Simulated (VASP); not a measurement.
Crystal: CoO.

```
Co O
1.0
     1.56615    0.90421    4.53744
    -1.56615    0.90421    4.53744
     0.00000   -1.80843    4.53744
Co O
2 2
Direct
  0.27235 0.27235 0.27235
  0.72765 0.72765 0.72765
  0.50000 0.50000 0.50000
  0.00000 0.00000 0.00000
```

* Program: VASP 6.6.1
* Task: relaxation of cell and atoms
* Functional: PBE
* Potentials or basis: VASP PAW PBE potentials, release 64 (Co, O)
* Cutoff: 600 eV
* k mesh: 6 × 6 × 6
* Occupations: gaussian, width 0.1 eV
* Spin: collinear spin, ferromagnetic start
* Starting moments: [3.0, 3.0, 0.0, 0.0] μB

At the start: pressure 5.0 GPa; volume 9.64 Å³/atom.

Task: How do energy, volume and symmetry change on relaxing?

Result: Over 10 steps the energy falls by 202.6 meV/atom and the volume is 9.41 Å³/atom (-2.4 %); space group R-3m (No. 166, to 0.05 Å); moment 5.51 μB per cell.

The path:
| step | energy change (eV) | largest force (eV/Å) | pressure (GPa) | volume (Å³) |
| --- | --- | --- | --- | --- |
| 1 | 0.0000 | 3.1059 | 5.01 | 38.55 |
| 2 | -0.5456 | 0.9555 | -8.83 | 40.25 |
| 3 | -0.5704 | 0.3855 | -13.50 | 41.14 |
| 4 | -0.7705 | 0.3122 | 3.72 | 36.69 |
| 5 | -0.7855 | 0.1067 | -0.70 | 37.52 |
| 6 | -0.7974 | 0.0216 | -0.14 | 37.48 |
| 7 | -0.8050 | 0.1447 | 0.95 | 37.38 |
| 8 | -0.8085 | 0.0918 | -0.74 | 37.79 |
| 9 | -0.8085 | 0.0870 | -0.86 | 37.82 |
| 10 | -0.8103 | 0.0057 | 0.12 | 37.65 |

Final structure:
```
CELL_PARAMETERS angstrom
1.54067 0.88951 4.57826
-1.54067 0.88951 4.57826
0.00000 -1.77901 4.57826
ATOMIC_POSITIONS crystal
Co 0.25004 0.25004 0.25004
Co 0.74996 0.74996 0.74996
O 0.50000 0.50000 0.50000
O 0.00000 0.00000 0.00000
```

Caveat: the k points lie up to 0.40 Å⁻¹ apart in the final cell.
